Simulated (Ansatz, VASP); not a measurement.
## Two plane-wave programs on Hf2Ge3

```
CELL_PARAMETERS angstrom
4.56007 0.00000 0.00000
-2.28003 3.94913 0.00000
0.00000 0.00000 5.59961
ATOMIC_POSITIONS crystal
Hf 0.33333 0.66667 0.15687
Hf 0.66667 0.33333 0.84313
Ge 0.00000 0.00000 0.00000
Ge 0.33333 0.66667 0.64493
Ge 0.66667 0.33333 0.35507
```

Change from the starting cell: species swapped into the Al3Pd2 type (P-3m1, No. 164).

Alike in both runs: task single point; functional PBE; k mesh 6 × 6 × 4; occupations gaussian, width 0.1 eV; no spin polarisation.

|  | VASP | Ansatz |
| --- | --- | --- |
| version | VASP 6.6.1 | Ansatz 0.2.0 |
| potentials or method | VASP PAW PBE potentials, release 64 (Hf_pv, Ge_d), cutoff 520 eV | scalar-relativistic, plane waves, PAW |
| valence electrons in the cell | 62 | 94 |

VASP gave:

| Quantity | Value |
| --- | --- |
| gap on the k mesh at the Fermi level (eV) | none |
| pressure (GPa) | 3.8 |
| traceless stress, the component that is largest in VASP (GPa) | -2.74 |
| rms of the force components (eV/Å) | 0.249 |

Problem. Estimate Ansatz's values.

Solution. gap on the k mesh at the Fermi level (eV): none; pressure (GPa): 4.0; traceless stress, the component that is largest in VASP (GPa): -2.79; rms of the force components (eV/Å): 0.249.

Atom by atom the forces differ by 0.004 eV/Å (rms over components). A gap of «none» marks a metal or a gap that the smearing closes. The functional is the same, so the differences come from potentials, cutoffs and numerics. VASP's potentials hold 62 valence electrons a cell and Ansatz's 94, so a difference there can come from the potentials and not from the codes.

Neither program's run includes spin-orbit coupling.
